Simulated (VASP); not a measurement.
Here is a VASP 6.6.1 calculation.

File INCAR:

```
PREC = Accurate
ENCUT = 520
EDIFF = 1E-6
ISMEAR = 0
SIGMA = 0.1
LREAL = False
LASPH = True
NELM = 60
ALGO = Normal
ISIF = 2
LWAVE = False
LCHARG = False
GGA = PE
NBANDS = 18
```

Contents of KPOINTS:

```
Automatic mesh
0
Gamma
  10 10 10
```

File POSCAR:

```
TiAl3
1.0
    3.9800837005      0.0000000000      0.0000000000
    0.0000000000      3.9800837005      0.0000000000
    0.0000000000      0.0000000000      3.9800837005
Ti Al
1 3
Direct
    0.0000000000      0.0000000000      0.0000000000
    0.5000000000      0.0000000000      0.5000000000
    0.0000000000      0.5000000000      0.5000000000
    0.5000000000      0.5000000000      0.0000000000
```

Potentials or basis: VASP PAW PBE potentials, release 64 (Ti_sv, Al).

The run is started by

```console
$ cat potpaw_PBE.64/Ti_sv/POTCAR potpaw_PBE.64/Al/POTCAR > POTCAR
$ mpirun -np 1 vasp_std > vasp.out
```

(1) Predict the pressure.

Results:

(1) -0.2 GPa.
